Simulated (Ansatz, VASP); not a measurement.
## NbN in VASP and in Ansatz

Contents of INCAR:

```
SYSTEM = NbN
  PREC = Accurate
  ENCUT = 600
  EDIFF = 1E-7
  ISMEAR = 0
  SIGMA = 0.1
  LREAL = .False.
  LASPH = .True.
  NELM = 120
  ALGO = Normal
  ISIF = 3
  LWAVE = .False.
  LCHARG = .False.
  IBRION = 2
  NSW = 100
  EDIFFG = -0.002
  GGA_COMPAT = .False.
  NELMIN = 4
```

KPOINTS

```
regular mesh
0
Gamma
  16 16 16
  0 0 0
```

File POSCAR:

```
NbN
1.0
    0.0000000000      2.1950000000      2.1950000000
    2.1950000000      0.0000000000      2.1950000000
    2.1950000000      2.1950000000      0.0000000000
Nb N
1 1
Direct
    0.0000000000      0.0000000000      0.0000000000
    0.5000000000      0.5000000000      0.5000000000
```

Input for Ansatz:

```yaml
crystal:
  lattice:
    - [0.0, 2.195, 2.195]
    - [2.195, 0.0, 2.195]
    - [2.195, 2.195, 0.0]
  atoms:
    - { symbol: Nb, position: [0.0, 0.0, 0.0] }
    - { symbol: "N", position: [0.5, 0.5, 0.5] }
basis:
  ecutwfc: 420
kpoints:
  mp_grid: { grid: [16, 16, 16] }
hamiltonian:
  xc: lda
  pseudopotentials: { kind: paw, azcp: { folder: soft_1 } }
scf:
  occupations: { method: gaussian, width: 0.1 }
output:
  forces: true
  stress: true
  eigenvalues: true
  write_density: true
  write_potential: true
  elf: true
  volumetric_format: npy
relax:
  adjacent_minimum: "off"
  f_tol: 0.002
  max_steps: 80
  cell: { stress_tol: 0.02 }
```

Alike in both runs: task relaxation of cell and atoms; functional LDA; k mesh 16 × 16 × 16; occupations gaussian, width 0.1 eV; no spin polarisation.

```csv
,VASP,Ansatz
version,VASP 6.6.1,Ansatz 0.2.0
potentials or method,"VASP PAW LDA potentials, release 64 (Nb_sv, N), cutoff 600 eV","scalar-relativistic, plane waves, PAW"
valence electrons in the cell,18,18
```

|  | VASP | Ansatz | Ansatz less VASP |
| --- | --- | --- | --- |
| gap on the k mesh at the Fermi level, each at its own relaxed structure (eV) | none | none | - |
| relaxed volume (Å³/atom) | 10.33 | 10.33 | +0.002 |
| relaxed cell length with the largest relative difference (Å) | 3.080 | 3.080 | +0.0002 |

Ansatz warns that its potentials were made for another functional, while VASP's fit it. LDA's correlation is that of Perdew and Zunger in VASP and of Perdew and Wang (1992) in Ansatz. A gap of «none» marks a metal or a gap that the smearing closes.

Noted on VASP's run: too few bands were computed for a metal, which touches its energy and stress.
